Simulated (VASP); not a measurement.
# ScAl (Pm-3m) in VASP: further runs

ScAl is run at these levels: PBEsol; tasks: relaxation of cell and atoms, single point.

Everything below comes from runs of VASP 6.6.1. Logs are shortened: lines on timing, memory, paths and dates and some standing lists are left out, and cuts for length are marked.

## Step 1: The cell of the first run

Symmetry: Pm-3m, No. 221, cubic system. Conventional cell: a = 3.313 Å, b = 3.313 Å, c = 3.313 Å, α = 90.00°, β = 90.00°, γ = 90.00°. Sc (site symmetry m-3m) has 8 Al at 2.87 Å and 6 Sc at 3.31 Å within 3.8 Å. Within 3.8 Å of Al (site symmetry m-3m) lie 8 Sc at 2.87 Å and 6 Al at 3.31 Å.

## Step 2: Relaxation of cell and atoms, PBEsol, target pressure 3 GPa, at which the enthalpy is minimised

File INCAR:

```
SYSTEM = ScAl
PREC     = Accurate       ! precision mode
ENCUT    = 600            ! plane-wave cutoff, eV
EDIFF    = 1E-6           ! SCF threshold, eV
ISMEAR   = 0              ! smearing method
SIGMA    = 0.1            ! smearing width, eV
LREAL    = .False.        ! projectors in reciprocal space
LASPH    = .True.         ! aspherical terms in the spheres
NELM     = 60             ! most SCF steps
ALGO     = Normal         ! electronic algorithm
ISIF     = 3              ! what is computed and relaxed
LWAVE    = .False.        ! write WAVECAR
LCHARG   = .False.        ! write CHGCAR
GGA      = PS             ! functional
IBRION   = 2              ! ionic algorithm
NSW      = 70             ! ionic steps
EDIFFG   = -0.008         ! ionic threshold
PSTRESS  = 30.0
```

File KPOINTS:

```
regular mesh
0
Gamma
  12 12 12
  0 0 0
```

File POSCAR:

```
ScAl
1.0
    3.3129171327      0.0000000000      0.0000000000
    0.0000000000      3.3129171327      0.0000000000
    0.0000000000      0.0000000000      3.3129171327
Sc Al
1 1
Direct
    0.5000000000      0.5000000000      0.5000000000
    0.0000000000      0.0000000000      0.0000000000
```

Potentials or basis: VASP PAW PBE potentials, release 64 (Sc_sv, Al).

On the command line:

```bash
$ cat potpaw_PBE.64/Sc_sv/POTCAR potpaw_PBE.64/Al/POTCAR > POTCAR
$ mpirun -np 1 vasp_std > vasp.out
```

OUTCAR:

```text
SYSTEM = ScAl
   PREC = Accurate
   ENCUT = 600
   EDIFF = 1E-6
   ISMEAR = 0
   LREAL = .False.
   LASPH = .True.
   NELM = 60
   ISIF = 3
   GGA = PS
   IBRION = 2
   NSW = 70
   EDIFFG = -0.008
   PSTRESS = 30.0

 ion  position               nearest neighbor table
   1  0.500  0.500  0.500-   2 2.87   2 2.87   2 2.87   2 2.87   2 2.87   2 2.87   2 2.87   2 2.87

   2  0.000  0.000  0.000-   1 2.87   1 2.87   1 2.87   1 2.87   1 2.87   1 2.87   1 2.87   1 2.87

  LATTYP: Found a simple cubic cell.
 ALAT       =     3.3129171327

  Lattice vectors:

 A1 = (   3.3129171327,   0.0000000000,   0.0000000000)
 A2 = (   0.0000000000,   3.3129171327,   0.0000000000)
 A3 = (   0.0000000000,   0.0000000000,   3.3129171327)

Analysis of symmetry for initial positions (statically):
=====================================================================
 Subroutine PRICEL returns:
 Original cell was already a primitive cell.

 Routine SETGRP: Setting up the symmetry group for a
 simple cubic supercell.

 Subroutine GETGRP returns: Found 48 space group operations
[... 9 lines left out ...]

 Routine SETGRP: Setting up the symmetry group for a
 simple cubic supercell.

 Subroutine GETGRP returns: Found 48 space group operations
[... 11 lines left out ...]
                                     Primitive cell

  volume of cell :      36.3607

  direct lattice vectors                    reciprocal lattice vectors
     3.312917133  0.000000000  0.000000000     0.301848782  0.000000000  0.000000000
     0.000000000  3.312917133  0.000000000     0.000000000  0.301848782  0.000000000
     0.000000000  0.000000000  3.312917133     0.000000000  0.000000000  0.301848782

  length of vectors
     3.312917133  3.312917133  3.312917133     0.301848782  0.301848782  0.301848782

  position of ions in fractional coordinates (direct lattice)
[... 8 lines left out ...]
----------------------------------------------------------------------------------------

 KPOINTS: regular mesh

Automatic generation of k-mesh.
 Grid dimensions read from file:
 generate k-points for:   12   12   12

 Generating k-lattice:

  Cartesian coordinates                     Fractional coordinates (reciprocal lattice)
     0.025154065  0.000000000  0.000000000     0.083333333  0.000000000  0.000000000
     0.000000000  0.025154065  0.000000000     0.000000000  0.083333333  0.000000000
     0.000000000  0.000000000  0.025154065     0.000000000  0.000000000  0.083333333

  Length of vectors
     0.025154065  0.025154065  0.025154065

  Shift w.r.t. Gamma in fractional coordinates (k-lattice)
     0.000000000  0.000000000  0.000000000

 Subroutine IBZKPT returns following result:
 ===========================================

 Found     84 irreducible k-points:

 Following reciprocal coordinates:
            Coordinates               Weight
  0.000000  0.000000  0.000000      1.000000
  0.083333  0.000000  0.000000      6.000000
  0.166667  0.000000  0.000000      6.000000
  0.250000  0.000000  0.000000      6.000000
  0.333333  0.000000  0.000000      6.000000
  0.416667  0.000000  0.000000      6.000000
[... 16 lines left out ...]
  0.333333  0.333333  0.000000     12.000000
  0.416667  0.333333  0.000000     24.000000
 [... further k-points ...]
   k-points           NKPTS =     84   k-points in BZ     NKDIM =     84   number of bands    NBANDS=     11
   number of dos      NEDOS =    301   number of ions     NIONS =      2
   total plane-waves  NPLWV =  21952
   dimension x,y,z NGX =    28 NGY =   28 NGZ =   28
   dimension x,y,z NGXF=    56 NGYF=   56 NGZF=   56
   ions per type =               1   1
   NGX,Y,Z   is equivalent  to a cutoff of  14.05, 14.05, 14.05 a.u.
   NGXF,Y,Z  is equivalent  to a cutoff of  28.10, 28.10, 28.10 a.u.
 SYSTEM =  ScAl
   PREC   = accura    normal or accurate (medium, high low for compatibility)
   ISTART =      0    job   : 0-new  1-cont  2-samecut
   ICHARG =      2    charge: 1-file 2-atom 10-const
   ISPIN  =      1    spin polarized calculation?
   LNONCOLLINEAR =      F non collinear calculations
   LSORBIT =      F    spin-orbit coupling
   LASPH  =      T    aspherical Exc in radial PAW
   ENCUT  =  600.0 eV  44.10 Ry    6.64 a.u.   6.62  6.62  6.62*2*pi/ulx,y,z
   NELM   =     60;   NELMIN=  2; NELMDL= -5     # of ELM steps
   EDIFF  = 0.1E-05   stopping-criterion for ELM
   LREAL  =      F    real-space projection
   EDIFFG = -.8E-02   stopping-criterion for IOM
   NSW    =     70    number of steps for IOM
   IBRION =      2    ionic relax: 0-MD 1-quasi-New 2-CG
   NFREE  =      1    steps in history (QN), initial steepest desc. (CG)
   ISIF   =      3    stress and relaxation
   ISYM   =      2    0-nonsym 1-usesym 2-fastsym
   POTIM  = 0.5000    time-step for ionic-motion
   TEBEG  =    0.0;   TEEND  =   0.0 temperature during run
   PSTRESS=   30.0 pullay stress
   NELECT =      14.0000    total number of electrons
   NUPDOWN=      -1.0000    fix difference up-down
   EMIN   =  10.00;   EMAX   =-10.00  energy-range for DOS
   EFERMI =   0.00;   METHOD = LEGACY
   ISMEAR =     0;   SIGMA  =   0.10  broadening in eV -4-tet -1-fermi 0-gaus
   EFERMI_NEDOS =   21; number of points for ismear=-14 and -15
   IALGO  =     38    algorithm
   IMIX   =      4    mixing-type and parameters
     AMIX     =   0.40;   BMIX     =  1.00
     AMIX_MAG =   1.60;   BMIX_MAG =  1.00
  volume/ion in A,a.u.               =      18.18       122.69
  Fermi-wavevector in a.u.,A,eV,Ry     =   1.190987  2.250639 19.299177  1.418449
  Thomas-Fermi vector in A             =   2.327059
   LORBIT       =      0    0 simple, 1 ext, 2 COOP (PROOUT), +10 PAW based schemes
   GGA     = PS    functional components
   LHFCALC =     F    Hartree Fock is set to
   AEXX    =    0.0000 exact exchange contribution
   IVDW    =     0    specifies the selected vdW correction
   LEPSILON=     F    determine dielectric tensor
   LRPA    =     F    only Hartree local field effects (RPA)
 conjugate gradient relaxation of ions
 non-spin polarized calculation
 Gauss-broadening in eV      SIGMA  =   0.10
  energy-cutoff  :      600.00
  volume of cell :       36.36
 maximum number of plane-waves:      1233
 NGX is ok and might be reduce to    28
   NGX = 13   NGY = 13   NGZ = 13

--------------------------------------- Ionic step        1  -------------------------------------------

 number of electron      14.0000002 magnetization

 Free energy of the ion-electron system (eV)
  ---------------------------------------------------
  ext. energy  EPLUGINS =         0.00000000
  ---------------------------------------------------
  free energy    TOTEN  =       -11.61662009 eV

  energy without entropy =      -11.61338403  energy(sigma->0) =      -11.61500206

------------------------ aborting loop because EDIFF is reached ----------------------------------------

  FORCE on cell =-STRESS in cart. coord.  units (eV):
  Direction    XX          YY          ZZ          XY          YZ          ZX
  --------------------------------------------------------------------------------------
  -------------------------------------------------------------------------------------
  Total        0.6030325      0.6030325      0.6030325     -0.0000000      0.0000000     -0.0000000
  in kB       26.5717148     26.5717148     26.5717148     -0.0000000      0.0000000     -0.0000000
  external PRESSURE =      -3.4282852 kB  Pullay stress =      30.0000000 kB

 VOLUME and BASIS-vectors are now :
 -----------------------------------------------------------------------------
  energy-cutoff  :      600.00
  volume of cell :       36.36
      direct lattice vectors                 reciprocal lattice vectors
     3.312917133  0.000000000  0.000000000     0.301848782  0.000000000  0.000000000
     0.000000000  3.312917133  0.000000000     0.000000000  0.301848782  0.000000000
     0.000000000  0.000000000  3.312917133     0.000000000  0.000000000  0.301848782
[... 46 lines left out ...]
  FREE ENERGIE OF THE ION-ELECTRON SYSTEM (eV)
  ---------------------------------------------------
  free  energy   TOTEN  =       -11.6129033262 eV

  energy  without entropy=      -11.6096995071  energy(sigma->0) =      -11.61130142

  enthalpy is  TOTEN    =       -10.9358935387 eV   P V=        0.6770097875

--------------------------------------- Ionic step        3  -------------------------------------------

 number of electron      14.0000003 magnetization

 Free energy of the ion-electron system (eV)
  ---------------------------------------------------
  ext. energy  EPLUGINS =         0.00000000
  ---------------------------------------------------
  free energy    TOTEN  =       -11.61421769 eV

  energy without entropy =      -11.61100356  energy(sigma->0) =      -11.61261063

 E-fermi :   6.3850     XC(G=0): -10.6331

 val. band max:        6.3715653323   @ k =   0.5000   0.4167   0.1667
 cond. band min:       6.4647365248   @ k =   0.5000   0.1667   0.0000
 fundamental gap:      0.0931711925
 Fermi energy:         6.3849722933

 k-point     1 :       0.0000    0.0000    0.0000
  band No.  band energies     occupation
      1     -42.6588      2.00000
      2     -21.3342      2.00000
      3     -21.3342      2.00000
      4     -21.3342      2.00000
      5      -2.2620      2.00000
      6       5.6381      2.00000
      7       5.6381      2.00000
      8       9.2838      0.00000
      9       9.2838      0.00000
     10       9.2838      0.00000
     11      10.3908      0.00000

 k-point     2 :       0.0833    0.0000    0.0000
  band No.  band energies     occupation
      1     -42.6575      2.00000
      2     -21.3495      2.00000
      3     -21.3329      2.00000
      4     -21.3329      2.00000
      5      -2.1572      2.00000
      6       5.5448      2.00000
      7       5.6921      2.00000
      8       8.9413      0.00000
      9       8.9413      0.00000
     10       9.3000      0.00000
     11      10.1046      0.00000
[... 295 lines left out ...]
 k-point    24 :       0.4167    0.3333    0.0000
  band No.  band energies     occupation
      1     -42.6267      2.00000
      2     -21.5179      2.00000
      3     -21.4736      2.00000
      4     -21.3004      2.00000
      5       1.0381      2.00000
      6       3.6381      2.00000
      7       4.9968      2.00000
      8       6.6841      0.00002
      9       7.8271      0.00000
     10       8.2761      0.00000
     11      10.2886      0.00000

 [... further k-points ...]
[... 5 lines left out ...]
  --------------------------------------------------------------------------------------
  -------------------------------------------------------------------------------------
  Total        0.6785983      0.6785983      0.6785983      0.0000000     -0.0000000     -0.0000000
  in kB       30.0138384     30.0138384     30.0138384      0.0000000     -0.0000000     -0.0000000
  external PRESSURE =       0.0138384 kB  Pullay stress =      30.0000000 kB

 VOLUME and BASIS-vectors are now :
 -----------------------------------------------------------------------------
  energy-cutoff  :      600.00
  volume of cell :       36.22
      direct lattice vectors                 reciprocal lattice vectors
     3.308775205  0.000000000 -0.000000000     0.302226636  0.000000000 -0.000000000
    -0.000000000  3.308775205  0.000000000    -0.000000000  0.302226636 -0.000000000
     0.000000000  0.000000000  3.308775205     0.000000000  0.000000000  0.302226636

 POSITION                                       TOTAL-FORCE (eV/Angst)
 -----------------------------------------------------------------------------------
      1.65439      1.65439      1.65439        -0.000000      0.000000      0.000000
      0.00000      0.00000      0.00000         0.000000     -0.000000      0.000000
 -----------------------------------------------------------------------------------
    total drift:                                0.000000      0.000000      0.000000

  FREE ENERGIE OF THE ION-ELECTRON SYSTEM (eV)
  ---------------------------------------------------
  free  energy   TOTEN  =       -11.6142176937 eV

  energy  without entropy=      -11.6110035585  energy(sigma->0) =      -11.61261063

  enthalpy is  TOTEN    =       -10.9359323078 eV   P V=        0.6782853859

 reached required accuracy - stopping structural energy minimisation
```

Run time: 70 s. Hardware: 1 thread of Intel Xeon Platinum 8259CL at 2.50GHz (Skylake/Cascade Lake), shared host; peak memory 0.19 GiB.

Results:

* Free energy: -11.6142 eV
* Relaxed volume: 18.11 Å³/atom
* Relaxed cell: a = 3.309 Å, b = 3.309 Å, c = 3.309 Å, α = 90.00°, β = 90.00°, γ = 90.00°
* Space group after relaxing (to 0.05 Å): Pm-3m (No. 221)
* Energy change on relaxing (the enthalpy is what falls): +1.2 meV/atom
* Ionic steps: 3
* Pressure after relaxing: 3.0 GPa
* Band gap on the k mesh: zero (band 7 reaches 6.73 eV, above the bottom of band 8 at 5.53 eV)

The path:
```
step  energy change (eV)  largest force (eV/Å)  pressure (GPa)  volume (Å³)
   1              0.0000                0.0000            2.66        36.36
   2              0.0037                0.0000            3.19        36.16
   3              0.0024                0.0000            3.00        36.22
```

Final structure:
```
Sc Al
1.0
     3.30878    0.00000    0.00000
     0.00000    3.30878    0.00000
     0.00000    0.00000    3.30878
Sc Al
1 1
Direct
  0.50000 0.50000 0.50000
  0.00000 0.00000 0.00000
```

Levels at points of the mesh, in eV from the Fermi level:
```tsv
k point	band 5	band 6	band 7	band 8	band 9	band 10
(0.00, 0.00, 0.00)	-8.65	-0.75	-0.75	2.90	2.90	2.90
(0.50, 0.00, 0.00)	-5.69	-4.66	0.27	0.84	0.84	3.15
(0.50, 0.50, 0.00)	-4.80	-1.82	-1.82	-0.85	1.62	1.62
(0.50, 0.50, 0.50)	-2.67	-2.67	-2.67	-0.16	3.10	3.10
```

Caveat: the cell is relaxed towards a set pressure, so the enthalpy falls and the energy may rise; the PAW data sets were made with another functional, which shifts forces and pressure a little.

## Step 3: Relaxation of cell and atoms, PBEsol, target pressure -3 GPa, at which the enthalpy is minimised

This run uses another cell than the first one, of 19.24 Å³/atom, 1.058 times its volume.

File INCAR:

```
  PREC = Accurate
  ENCUT = 600
  EDIFF = 1E-6
  ISMEAR = 0
  SIGMA = 0.1
  LREAL = False
  LASPH = True
  NELM = 60
  ALGO = Fast
  ISIF = 3
  LWAVE = False
  LCHARG = False
  GGA = PS
  IBRION = 2
  NSW = 70
  EDIFFG = -0.008
  PSTRESS = -30.0
```

File KPOINTS:

```
Automatic mesh
0
Gamma
  12 12 12
```

File POSCAR:

```
ScAl
1.0
    3.3760183987      0.0000000000      0.0000000000
    0.0000000000      3.3760183987      0.0000000000
    0.0000000000      0.0000000000      3.3760183987
Sc Al
1 1
Direct
    0.5000000000      0.5000000000      0.5000000000
    0.0000000000      0.0000000000      0.0000000000
```

Potentials or basis: VASP PAW PBE potentials, release 64 (Sc_sv, Al).

On the command line:

```bash
$ cat potpaw_PBE.64/Sc_sv/POTCAR potpaw_PBE.64/Al/POTCAR > POTCAR
$ mpirun -np 1 vasp_std > vasp.out
```

Wall time 2.3 min (1 thread of Intel Xeon Platinum 8259CL at 2.50GHz (Skylake/Cascade Lake), shared host); peak memory 0.19 GiB.

The run converged. Its results:

```
Free energy                                            : -11.6107 eV
Relaxed volume                                         : 19.51 Å³/atom
Relaxed cell                                           : a = 3.392 Å, b = 3.392 Å, c = 3.392 Å, α = 90.00°, β = 90.00°, γ = 90.00°
Space group after relaxing (to 0.05 Å)                 : Pm-3m (No. 221)
Energy change on relaxing (the enthalpy is what falls) : +4.3 meV/atom
Ionic steps                                            : 3
Pressure after relaxing                                : -3.0 GPa
Band gap on the k mesh                                 : zero (band 7 reaches 6.16 eV, above the bottom of band 8 at 4.98 eV)
```

Step by step:
| step | energy change (eV) | largest force (eV/Å) | pressure (GPa) | volume (Å³) |
| --- | --- | --- | --- | --- |
| 1 | 0.0000 | 0.0000 | -1.98 | 38.48 |
| 2 | 0.0113 | 0.0000 | -3.18 | 39.16 |
| 3 | 0.0086 | 0.0000 | -3.02 | 39.03 |

Final structure:
```xyz
2
Lattice="3.3920 0.0000 0.0000 0.0000 3.3920 0.0000 0.0000 0.0000 3.3920" Properties=species:S:1:pos:R:3 pbc="T T T"
Sc    1.6960    1.6960    1.6960
Al    0.0000    0.0000    0.0000
```

Levels at points of the mesh, in eV from the Fermi level:
```tsv
k point	band 3	band 4	band 5	band 6	band 7	band 8	band 9	band 10	band 11
(0.00, 0.00, 0.00)	-27.94	-27.94	-8.37	-0.63	-0.63	2.67	2.67	2.67	3.68
(0.50, 0.00, 0.00)	-27.93	-27.93	-5.62	-4.49	0.28	0.78	0.78	2.89	3.74
(0.50, 0.50, 0.00)	-28.09	-27.91	-4.65	-1.83	-1.83	-0.82	1.52	1.52	3.63
(0.50, 0.50, 0.50)	-28.07	-28.07	-2.48	-2.48	-2.48	-0.51	2.85	2.85	2.85
```

Caveat: the cell is relaxed towards a set pressure, so the enthalpy falls and the energy may rise; the PAW data sets were made with another functional, which shifts forces and pressure a little.

(Part 1 of 2 ends here.)
